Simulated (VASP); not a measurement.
# AlSiCl (Pmmn) in VASP: single point with r2SCAN

Aim: the single point of AlSiCl with r2SCAN.

All numbers are computed with VASP 6.6.1; they aren't measurements. Logs are shortened: lines on timing, memory, paths and dates and some standing lists are left out, and cuts for length are marked.

## 1. The cell of the first run

The structure is orthorhombic, space group Pmmn (No. 59). The conventional cell has a = 3.810 Å, b = 3.820 Å, c = 8.094 Å, α = 90.00°, β = 90.00°, γ = 90.00°. Within 2.5 Å of Al (site symmetry mm2) lie 4 Si at 1.91 to 2.18 Å. Within 2.5 Å of Si (site symmetry mm2) lie 4 Al at 1.91 to 2.18 Å. Cl (site symmetry mm2) has 2 Al at 2.66 Å and 5 Si at 2.91 to 3.32 Å within 3.5 Å.

## 2. Single point, r2SCAN

Contents of POSCAR:

```
AlSiCl
1.0
    3.8201950000      0.0000000000      0.0000000000
    0.0000000000      3.8096420000      0.0000000000
    0.0000000000      0.0000000000      8.0941710000
Al Si Cl
2 2 2
Direct
    0.0000000000      0.5000000000      0.0700000000
    0.5000000000      0.0000000000      0.9300000000
    0.0000000000      0.0000000000      0.9400000000
    0.5000000000      0.5000000000      0.0600000000
    0.0000000000      0.0000000000      0.3000000000
    0.5000000000      0.5000000000      0.7000000000
```

Contents of INCAR.step1:

```
SYSTEM = AlSiCl
PREC     = Accurate       ! precision mode
ENCUT    = 520            ! plane-wave cutoff, eV
ISMEAR   = -1             ! smearing method
SIGMA    = 0.1            ! smearing width, eV
LREAL    = .False.        ! projectors in reciprocal space
LASPH    = .True.         ! aspherical terms in the spheres
NELM     = 60             ! most SCF steps
NBANDS   = 23             ! bands
GGA      = PE             ! functional
ALGO     = Normal         ! electronic algorithm
EDIFF    = 1E-4           ! SCF threshold, eV
LWAVE    = .True.         ! write WAVECAR
LCHARG   = .False.        ! write CHGCAR
```

Contents of INCAR.step2:

```
SYSTEM = AlSiCl
PREC     = Accurate       ! precision mode
ENCUT    = 520            ! plane-wave cutoff, eV
EDIFF    = 1E-7           ! SCF threshold, eV
ISMEAR   = -1             ! smearing method
SIGMA    = 0.1            ! smearing width, eV
LREAL    = .False.        ! projectors in reciprocal space
LASPH    = .True.         ! aspherical terms in the spheres
NELM     = 60             ! most SCF steps
ALGO     = Normal         ! electronic algorithm
ISIF     = 2              ! what is computed and relaxed
LWAVE    = .False.        ! write WAVECAR
LCHARG   = .True.         ! write CHGCAR
METAGGA  = R2SCAN         ! meta-GGA
LMIXTAU  = .True.       
LELF     = .True.         ! ELF
LVHAR    = .True.       
NBANDS   = 23             ! bands
ISTART   = 1
```

Contents of KPOINTS:

```
regular mesh
0
Gamma
  9 9 4
  0 0 0
```

Potentials or basis: VASP PAW PBE potentials, release 64 (Al, Si, Cl).

On the command line:

```sh
$ cat potpaw_PBE.64/Al/POTCAR potpaw_PBE.64/Si/POTCAR potpaw_PBE.64/Cl/POTCAR > POTCAR
$ cp INCAR.step1 INCAR
$ mpirun -np 1 vasp_std > vasp.out
$ cp INCAR.step2 INCAR
$ mpirun -np 1 vasp_std > vasp.out
```

OUTCAR:

```text
SYSTEM = AlSiCl
   PREC = Accurate
   ENCUT = 520
   EDIFF = 1E-7
   ISMEAR = -1
   LREAL = .False.
   LASPH = .True.
   NELM = 60
   ISIF = 2
   METAGGA = R2SCAN
   ISTART = 1

 ion  position               nearest neighbor table
   1  0.000  0.500  0.070-   4 1.91   4 1.91   3 2.18   3 2.18   5 2.66   5 2.66   2 2.93   2 2.93
                             2 2.93   2 2.93
   2  0.500  0.000  0.930-   3 1.91   3 1.91   4 2.18   4 2.18   6 2.66   6 2.66   1 2.93   1 2.93
                             1 2.93   1 2.93
   3  0.000  0.000  0.940-   2 1.91   2 1.91   1 2.18   1 2.18   4 2.87   4 2.87   4 2.87   4 2.87

   4  0.500  0.500  0.060-   1 1.91   1 1.91   2 2.18   2 2.18   3 2.87   3 2.87   3 2.87   3 2.87

   5  0.000  0.000  0.300-   1 2.66   1 2.66
   6  0.500  0.500  0.700-   2 2.66   2 2.66

  LATTYP: Found a simple orthorhombic cell.
 ALAT       =     3.8096420000
 B/A-ratio  =     1.0027700766
 C/A-ratio  =     2.1246539701

  Lattice vectors:

 A1 = (   0.0000000000,  -3.8096420000,   0.0000000000)
 A2 = (   3.8201950000,   0.0000000000,   0.0000000000)
 A3 = (   0.0000000000,   0.0000000000,   8.0941710000)

Analysis of symmetry for initial positions (statically):
=====================================================================
 Subroutine PRICEL returns:
 Original cell was already a primitive cell.

 Routine SETGRP: Setting up the symmetry group for a
 simple orthorhombic supercell.

 Subroutine GETGRP returns: Found  8 space group operations
 (whereof  4 operations were pure point group operations)
 out of a pool of  8 trial point group operations.

The static configuration has the point symmetry C_2v.
 The point group associated with its full space group is D_2h.

Analysis of symmetry for dynamics (positions and initial velocities):
=====================================================================
 Subroutine PRICEL returns:
 Original cell was already a primitive cell.

 Routine SETGRP: Setting up the symmetry group for a
 simple orthorhombic supercell.

 Subroutine GETGRP returns: Found  8 space group operations
 (whereof  4 operations were pure point group operations)
 out of a pool of  8 trial point group operations.

The dynamic configuration has the point symmetry C_2v.
 The point group associated with its full space group is D_2h.

 Subroutine INISYM returns: Found  8 space group operations
 (whereof  4 operations are pure point group operations),
 and found     1 'primitive' translations

----------------------------------------------------------------------------------------

                                     Primitive cell

  volume of cell :     117.7991

  direct lattice vectors                    reciprocal lattice vectors
     3.820195000  0.000000000  0.000000000     0.261766742  0.000000000  0.000000000
     0.000000000  3.809642000  0.000000000     0.000000000  0.262491856  0.000000000
     0.000000000  0.000000000  8.094171000     0.000000000  0.000000000  0.123545697

  length of vectors
     3.820195000  3.809642000  8.094171000     0.261766742  0.262491856  0.123545697

  position of ions in fractional coordinates (direct lattice)
     0.000000000  0.500000000  0.070000000
     0.500000000  0.000000000  0.930000000
     0.000000000  0.000000000  0.940000000
     0.500000000  0.500000000  0.060000000
     0.000000000  0.000000000  0.300000000
     0.500000000  0.500000000  0.700000000

  ion indices of the primitive-cell ions
   primitive index   ion index
                 1           1
                 2           2
                 3           3
                 4           4
                 5           5
                 6           6

----------------------------------------------------------------------------------------

 KPOINTS: regular mesh

Automatic generation of k-mesh.
 Grid dimensions read from file:
 generate k-points for:    9    9    4

 Generating k-lattice:

  Cartesian coordinates                     Fractional coordinates (reciprocal lattice)
     0.029085194  0.000000000  0.000000000     0.111111111  0.000000000  0.000000000
     0.000000000  0.029165762  0.000000000     0.000000000  0.111111111  0.000000000
     0.000000000  0.000000000  0.030886424     0.000000000  0.000000000  0.250000000

  Length of vectors
     0.029085194  0.029165762  0.030886424

  Shift w.r.t. Gamma in fractional coordinates (k-lattice)
     0.000000000  0.000000000  0.000000000

 Subroutine IBZKPT returns following result:
 ===========================================

 Found     75 irreducible k-points:

 Following reciprocal coordinates:
            Coordinates               Weight
  0.000000  0.000000  0.000000      1.000000
  0.111111  0.000000  0.000000      2.000000
  0.222222  0.000000  0.000000      2.000000
  0.333333  0.000000  0.000000      2.000000
  0.444444  0.000000  0.000000      2.000000
  0.000000  0.111111  0.000000      2.000000
[... 16 lines left out ...]
  0.222222  0.444444  0.000000      4.000000
  0.333333  0.444444  0.000000      4.000000
 [... further k-points ...]
   k-points           NKPTS =     75   k-points in BZ     NKDIM =     75   number of bands    NBANDS=     23
   number of dos      NEDOS =    301   number of ions     NIONS =      6
   total plane-waves  NPLWV =  47040
   dimension x,y,z NGX =    28 NGY =   28 NGZ =   60
   dimension x,y,z NGXF=    56 NGYF=   56 NGZF=  120
   ions per type =               2   2   2
   NGX,Y,Z   is equivalent  to a cutoff of  12.18, 12.22, 12.32 a.u.
   NGXF,Y,Z  is equivalent  to a cutoff of  24.37, 24.44, 24.65 a.u.
 SYSTEM =  AlSiCl
   PREC   = accura    normal or accurate (medium, high low for compatibility)
   ISTART =      1    job   : 0-new  1-cont  2-samecut
   ICHARG =      0    charge: 1-file 2-atom 10-const
   ISPIN  =      1    spin polarized calculation?
   LNONCOLLINEAR =      F non collinear calculations
   LSORBIT =      F    spin-orbit coupling
   LASPH  =      T    aspherical Exc in radial PAW
   ENCUT  =  520.0 eV  38.22 Ry    6.18 a.u.   7.10  7.08 15.05*2*pi/ulx,y,z
   NELM   =     60;   NELMIN=  2; NELMDL=  0     # of ELM steps
   EDIFF  = 0.1E-06   stopping-criterion for ELM
   LREAL  =      F    real-space projection
   EDIFFG = 0.1E-05   stopping-criterion for IOM
   NSW    =      0    number of steps for IOM
   IBRION =     -1    ionic relax: 0-MD 1-quasi-New 2-CG
   NFREE  =      0    steps in history (QN), initial steepest desc. (CG)
   ISIF   =      2    stress and relaxation
   ISYM   =      2    0-nonsym 1-usesym 2-fastsym
   POTIM  = 0.5000    time-step for ionic-motion
   TEBEG  =    0.0;   TEEND  =   0.0 temperature during run
   PSTRESS=    0.0 pullay stress
   NELECT =      28.0000    total number of electrons
   NUPDOWN=      -1.0000    fix difference up-down
   EMIN   =  10.00;   EMAX   =-10.00  energy-range for DOS
   EFERMI =   0.00;   METHOD = LEGACY
   ISMEAR =    -1;   SIGMA  =   0.10  broadening in eV -4-tet -1-fermi 0-gaus
   EFERMI_NEDOS =   21; number of points for ismear=-14 and -15
   IALGO  =     38    algorithm
   IMIX   =      4    mixing-type and parameters
     AMIX     =   0.40;   BMIX     =  1.00
     AMIX_MAG =   1.60;   BMIX_MAG =  1.00
  volume/ion in A,a.u.               =      19.63       132.49
  Fermi-wavevector in a.u.,A,eV,Ry     =   1.014099  1.916368 13.992175  1.028396
  Thomas-Fermi vector in A             =   2.147306
   LORBIT       =      0    0 simple, 1 ext, 2 COOP (PROOUT), +10 PAW based schemes
   METAGGA = R2SCAN    functional components
   LHFCALC =     F    Hartree Fock is set to
   AEXX    =    0.0000 exact exchange contribution
   IVDW    =     0    specifies the selected vdW correction
   LEPSILON=     F    determine dielectric tensor
   LRPA    =     F    only Hartree local field effects (RPA)
 non-spin polarized calculation
  energy-cutoff  :      520.00
  volume of cell :      117.80
 maximum number of plane-waves:      3196
   NGX = 15   NGY = 15   NGZ = 31

 number of electron      28.0000009 magnetization

 Free energy of the ion-electron system (eV)
  ---------------------------------------------------
  ext. energy  EPLUGINS =         0.00000000
  ---------------------------------------------------
  free energy    TOTEN  =       -31.40613035 eV

  energy without entropy =      -31.34162229  energy(sigma->0) =      -31.37387632

 E-fermi :   4.3691     XC(G=0):  -9.2797

 val. band max:        4.3601875739   @ k =   0.0000   0.2222   0.5000
 cond. band min:       4.3758534450   @ k =   0.2222   0.2222   0.2500
 fundamental gap:      0.0156658711
 Fermi energy:         4.3690569285

 k-point     1 :       0.0000    0.0000    0.0000
  band No.  band energies     occupation
      1     -12.0574      2.00000
      2     -11.5229      2.00000
      3      -9.5519      2.00000
      4      -2.6806      2.00000
      5      -2.0157      2.00000
      6      -1.7363      2.00000
[... 15 lines left out ...]
     22      10.9450      0.00000
     23      11.1504      0.00000

 k-point     2 :       0.1111    0.0000    0.0000
  band No.  band energies     occupation
      1     -12.0041      2.00000
      2     -11.5081      2.00000
      3      -9.4694      2.00000
      4      -3.2647      2.00000
      5      -2.2706      2.00000
      6      -1.6279      2.00000
[... 15 lines left out ...]
     22      11.0216      0.00000
     23      11.2466      0.00000

 k-point     3 :       0.2222    0.0000    0.0000
  band No.  band energies     occupation
      1     -11.8631      2.00000
      2     -11.4732      2.00000
      3      -9.2119      2.00000
      4      -4.6131      2.00000
      5      -2.1187      2.00000
      6      -1.3046      2.00000
[... 15 lines left out ...]
     22      11.5939      0.00000
     23      12.4613      0.00000
[... 495 lines left out ...]
 k-point    23 :       0.2222    0.4444    0.0000
  band No.  band energies     occupation
      1     -11.3801      2.00000
      2     -11.3214      2.00000
      3      -7.7199      2.00000
      4      -6.8058      2.00000
      5      -2.5785      2.00000
      6      -1.6900      2.00000
[... 15 lines left out ...]
     22      12.8629      0.00000
     23      13.0740      0.00000

 k-point    24 :       0.3333    0.4444    0.0000
  band No.  band energies     occupation
      1     -11.3118      2.00000
      2     -11.2752      2.00000
      3      -7.1721      2.00000
      4      -6.2797      2.00000
      5      -3.8954      2.00000
      6      -2.9818      2.00000
[... 15 lines left out ...]
     22      12.3893      0.00000
     23      12.7199      0.00000

 [... further k-points ...]

------------------------ aborting loop because EDIFF is reached ----------------------------------------

  FORCE on cell =-STRESS in cart. coord.  units (eV):
  Direction    XX          YY          ZZ          XY          YZ          ZX
  --------------------------------------------------------------------------------------
  -------------------------------------------------------------------------------------
  Total       76.5141519     24.5253976      8.6042928      0.0000000      0.0000000      0.0000000
  in kB     1040.6633941    333.5681427    117.0263585      0.0000000      0.0000000      0.0000000
  external PRESSURE =     497.0859651 kB  Pullay stress =       0.0000000 kB

 VOLUME and BASIS-vectors are now :
 -----------------------------------------------------------------------------
  energy-cutoff  :      520.00
  volume of cell :      117.80
      direct lattice vectors                 reciprocal lattice vectors
     3.820195000  0.000000000  0.000000000     0.261766742  0.000000000  0.000000000
     0.000000000  3.809642000  0.000000000     0.000000000  0.262491856  0.000000000
     0.000000000  0.000000000  8.094171000     0.000000000  0.000000000  0.123545697

 POSITION                                       TOTAL-FORCE (eV/Angst)
 -----------------------------------------------------------------------------------
      0.00000      1.90482      0.56659         0.000000      0.000000      6.348257
      1.91010      0.00000      7.52758         0.000000      0.000000     -6.348257
      0.00000      0.00000      7.60852         0.000000      0.000000     -3.056253
      1.91010      1.90482      0.48565         0.000000      0.000000      3.056253
      0.00000      0.00000      2.42825         0.000000      0.000000     -0.223346
      1.91010      1.90482      5.66592         0.000000      0.000000      0.223346
 -----------------------------------------------------------------------------------
    total drift:                               -0.000000      0.000000      0.000000

  FREE ENERGIE OF THE ION-ELECTRON SYSTEM (eV)
  ---------------------------------------------------
  free  energy   TOTEN  =       -31.4061303531 eV

  energy  without entropy=      -31.3416222863  energy(sigma->0) =      -31.37387632
```

Run time: 16 min. Hardware: 1 thread of AMD EPYC 7R13, shared host; peak memory 0.31 GiB.

What came out:

* Free energy: -31.4061 eV
* Pressure: 49.7 GPa
* Largest force: 6.348 eV/Å
* Band gap on the k mesh: zero (band 14 reaches 4.41 eV, above the bottom of band 15 at 4.19 eV)

Forces in eV/Å, atoms in the order of the input:
```
Al   0.000  0.000  6.348
Al   0.000  0.000 -6.348
Si   0.000  0.000 -3.056
Si   0.000  0.000  3.056
Cl   0.000  0.000 -0.223
Cl   0.000  0.000  0.223
```

Levels at points of the mesh, in eV from the Fermi level:
| k point | band 11 | band 12 | band 13 | band 14 | band 15 | band 16 | band 17 | band 18 |
| --- | --- | --- | --- | --- | --- | --- | --- | --- |
| (0.00, 0.00, 0.00) | -2.64 | -2.26 | -0.91 | -0.78 | 0.35 | 0.49 | 2.97 | 3.15 |
| (0.00, 0.00, 0.50) | -2.55 | -2.16 | -0.93 | -0.77 | -0.18 | 0.48 | 2.96 | 3.15 |

Caveat: the PAW data sets were made with another functional, which shifts forces and pressure a little.
